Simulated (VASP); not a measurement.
Re:

```xyz
2
Lattice="0.0000 2.6750 2.6750 2.6750 0.0000 2.6750 2.6750 2.6750 0.0000" Properties=species:S:1:pos:R:3 pbc="T T T"
Re    0.0000    0.0000    0.0000
Re    1.3375    1.3375    1.3375
```

```yaml
Program: VASP 6.6.1
Task: relaxation of cell and atoms
Functional: PBE
Potentials_or_basis: VASP PAW PBE potentials, release 64 (Re)
Cutoff: 600 eV
k_mesh: 7 × 7 × 7
Occupations: gaussian, width 0.05 eV
Spin: no spin polarisation
```

At the start: pressure 37.8 GPa; volume 19.14 Å³/atom.

Question: How do energy, volume and symmetry change on relaxing?

Answer: Over 5 steps the energy falls by 337.8 meV/atom and the volume is 22.37 Å³/atom (+16.9 %); space group Fd-3m (No. 227, to 0.05 Å).

The path:
| step | energy change (eV) | largest force (eV/Å) | pressure (GPa) | volume (Å³) |
| --- | --- | --- | --- | --- |
| 1 | 0.0000 | 0.0000 | 37.81 | 38.28 |
| 2 | 2.7218 | 0.0000 | -29.65 | 69.16 |
| 3 | -0.6598 | 0.0000 | -4.31 | 45.89 |
| 4 | -0.6752 | 0.0000 | -0.73 | 44.93 |
| 5 | -0.6756 | 0.0000 | 0.01 | 44.74 |

Final structure:
```
CELL_PARAMETERS angstrom
0.00000 2.81774 2.81774
2.81774 0.00000 2.81774
2.81774 2.81774 0.00000
ATOMIC_POSITIONS crystal
Re 0.00000 0.00000 0.00000
Re 0.25000 0.25000 0.25000
```

Caveat: the volume moved by over 15 % at a fixed basis, so the end points are rough.
